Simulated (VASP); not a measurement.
Here is a VASP 6.6.1 calculation.

The input INCAR:

```
SYSTEM = BN
PREC = Accurate
ENCUT = 520
EDIFF = 1E-6
ISMEAR = -1
SIGMA = 0.01
LREAL = .FALSE.
LASPH = .TRUE.
NELM = 80
ALGO = Normal
ISIF = 2
LWAVE = .FALSE.
LCHARG = .FALSE.
GGA = PE
NBANDS = 11
```

KPOINTS

```
regular mesh
0
G
  13 13 13
  0 0 0
```

File POSCAR:

```
BN
1.0
    0.0000000000      1.8120551922      1.8120551922
    1.8120551922      0.0000000000      1.8120551922
    1.8120551922      1.8120551922      0.0000000000
B N
1 1
Direct
    0.0000000000      0.0000000000      0.0000000000
    0.2500000000      0.2500000000      0.2500000000
```

Potentials or basis: VASP PAW PBE potentials, release 64 (B, N).

The run is started by

```console
$ cat potpaw_PBE.64/B/POTCAR potpaw_PBE.64/N/POTCAR > POTCAR
$ mpirun -np 1 vasp_std > vasp.out
```

Problem. What does it give for the pressure?

Solution. 0.4 GPa.

Problem. Predict the band gap on the k mesh.

Solution. 4.53 eV, indirect (least direct gap 8.78 eV).

A k mesh can miss the band edges. A hybrid or GW would open this gap; PBE tends to underestimate it.
